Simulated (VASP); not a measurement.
Write the native input for VASP 6.6.1 that does the following.

| Item | Value |
| --- | --- |
| Task | single point |
| Functional | r2SCAN |
| Potentials or basis | VASP PAW PBE potentials, release 64 (C) |
| Cutoff | 520 eV |
| k mesh | 12 × 12 × 12 |
| Occupations | gaussian, width 0.05 eV |
| Spin | no spin polarisation |
| Dipole correction | no |
| Further INCAR settings | ALGO = Normal; EDIFF = 1e-07; NBANDS = 11 |

C:

```xyz
2
Lattice="0.0000 1.9172 1.7834 1.9172 0.0000 1.7834 1.9172 1.9172 0.0000" Properties=species:S:1:pos:R:3 pbc="T T T"
C     1.9172    1.9172    1.7834
C     2.8757    2.8757    2.6751
```

This cell differs from its parent crystal: strain +0.0750 x Voigt [1, 1, 0, 0, 0, 0].

One way to write it, as run:

POSCAR

```
C
1.0
    0.0000000000      1.9171550000      1.7834000000
    1.9171550000      0.0000000000      1.7834000000
    1.9171550000      1.9171550000      0.0000000000
C
2
Direct
    0.5000000000      0.5000000000      0.5000000000
    0.7500000000      0.7500000000      0.7500000000
```

INCAR.step1

```
PREC     = Accurate       # precision mode
ENCUT    = 520            # plane-wave cutoff, eV
ISMEAR   = 0              # smearing method
SIGMA    = 0.05           # smearing width, eV
LREAL    = False          # projectors in reciprocal space
LASPH    = True           # aspherical terms in the spheres
NELM     = 80             # most SCF steps
NBANDS   = 11             # bands
GGA      = PE             # functional
ALGO     = Normal         # electronic algorithm
EDIFF    = 1E-4           # SCF threshold, eV
LWAVE    = True           # write WAVECAR
LCHARG   = False          # write CHGCAR
```

INCAR.step2

```
PREC     = Accurate       # precision mode
ENCUT    = 520            # plane-wave cutoff, eV
EDIFF    = 1E-7           # SCF threshold, eV
ISMEAR   = 0              # smearing method
SIGMA    = 0.05           # smearing width, eV
LREAL    = False          # projectors in reciprocal space
LASPH    = True           # aspherical terms in the spheres
NELM     = 80             # most SCF steps
ALGO     = Normal         # electronic algorithm
ISIF     = 2              # what is computed and relaxed
LWAVE    = False          # write WAVECAR
LCHARG   = True           # write CHGCAR
METAGGA  = R2SCAN         # meta-GGA
LMIXTAU  = True         
LELF     = True           # ELF
LVHAR    = True         
NBANDS   = 11             # bands
ISTART   = 1
```

KPOINTS

```
regular mesh
0
Gamma
  12 12 12
```

Potentials or basis: VASP PAW PBE potentials, release 64 (C).

Launch:

```bash
$ cat potpaw_PBE.64/C/POTCAR > POTCAR
$ cp INCAR.step1 INCAR
$ mpirun -np 1 vasp_std > vasp.out
$ cp INCAR.step2 INCAR
$ mpirun -np 1 vasp_std > vasp.out
```

Results of the run:

```json
{
 "Pressure": "-50.2 GPa",
 "Band gap on the k mesh": "2.32 eV, indirect (least direct gap 4.25 eV)"
}
```

Caveat: the cell differs from its parent crystal (strain +0.0750 x Voigt [1, 1, 0, 0, 0, 0]); the PAW data sets were made with another functional, which shifts forces and pressure a little.

It took 2.2 min on 1 thread of AMD EPYC 7R13 (shared host), peak memory 0.1 GiB.
